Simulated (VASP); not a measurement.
Write the native input for VASP 6.6.1 that does the following.

```yaml
Task: single point
Functional: PBE
Potentials_or_basis: VASP PAW PBE potentials, release 64 (Mg, O)
Cutoff: 520 eV
k_mesh: 9 × 9 × 6
Occupations: gaussian, width 0.05 eV
Spin: no spin polarisation
Dipole_correction: no
Further_INCAR_settings: ALGO = Normal; EDIFF = 1e-06; NBANDS = 16
```

The structure of MgO lies in POSCAR:

```
MgO
1.0
    3.4509000000      0.0000000000      0.0000000000
   -1.7254500000      2.9885670659      0.0000000000
    0.0000000000      0.0000000000      4.0274000000
Mg O
2 2
Direct
    0.6666666667      0.3333333333      0.7500000000
    0.3333333333      0.6666666667      0.2500000000
    0.6666666667      0.3333333333      0.2500000000
    0.3333333333      0.6666666667      0.7500000000
```

One way to write it, as run:

INCAR

```
  PREC = Accurate
  ENCUT = 520
  EDIFF = 1E-6
  ISMEAR = 0
  SIGMA = 0.05
  LREAL = False
  LASPH = True
  NELM = 60
  ALGO = Normal
  ISIF = 2
  LWAVE = False
  LCHARG = False
  GGA = PE
  NBANDS = 16
```

KPOINTS

```
regular mesh
0
Gamma
  9 9 6
```

Potentials or basis: VASP PAW PBE potentials, release 64 (Mg, O).

The run is started by

```sh
$ cat potpaw_PBE.64/Mg/POTCAR potpaw_PBE.64/O/POTCAR > POTCAR
$ mpirun -np 1 vasp_std > vasp.out
```

Results of the run:

- Pressure: 13.6 GPa
- Band gap on the k mesh: 3.75 eV, direct

It took 13 s on 1 thread of Intel(R) Xeon(R) 6975P-C (Granite Rapids), with other jobs on the host, peak memory 0.17 GiB.
